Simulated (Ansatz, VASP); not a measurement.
# MgBe2SeS2 in VASP and in Ansatz

```
Mg Be Se S
1.0
     4.28441    0.00000    0.00000
    -2.14221    3.71041    0.00000
     0.00000    0.00000    9.27895
Mg Be Se S
1 2 1 2
Direct
  0.00000 0.00000 0.00000
  0.33333 0.66667 0.50000
  0.66667 0.33333 0.50000
  0.00000 0.00000 0.50000
  0.00000 0.00000 0.75832
  0.00000 0.00000 0.24168
```

Alike in both runs: task relaxation of cell and atoms; functional PBE; k mesh 12 × 12 × 4; occupations gaussian, width 0.1 eV; no spin polarisation.

|  | VASP | Ansatz |
| --- | --- | --- |
| version | VASP 6.6.1 | Ansatz 0.2.0 |
| potentials or method | VASP PAW PBE potentials, release 64 (Mg, Be, Se, S), cutoff 600 eV | scalar-relativistic, plane waves, PAW |
| valence electrons in the cell | 24 | 42 |

|  | VASP | Ansatz | Ansatz less VASP |
| --- | --- | --- | --- |
| gap on the k mesh at the Fermi level, each at its own relaxed structure (eV) | none | none | - |
| relaxed volume (Å³/atom) | 24.40 | 24.40 | 0.000 |
| relaxed cell length with the largest relative difference (Å) | 9.269 | 9.269 | 0.0000 |

A gap of «none» marks a metal or a gap that the smearing closes. VASP's potentials hold 24 valence electrons a cell and Ansatz's 42, so a difference there can come from the potentials and not from the codes.
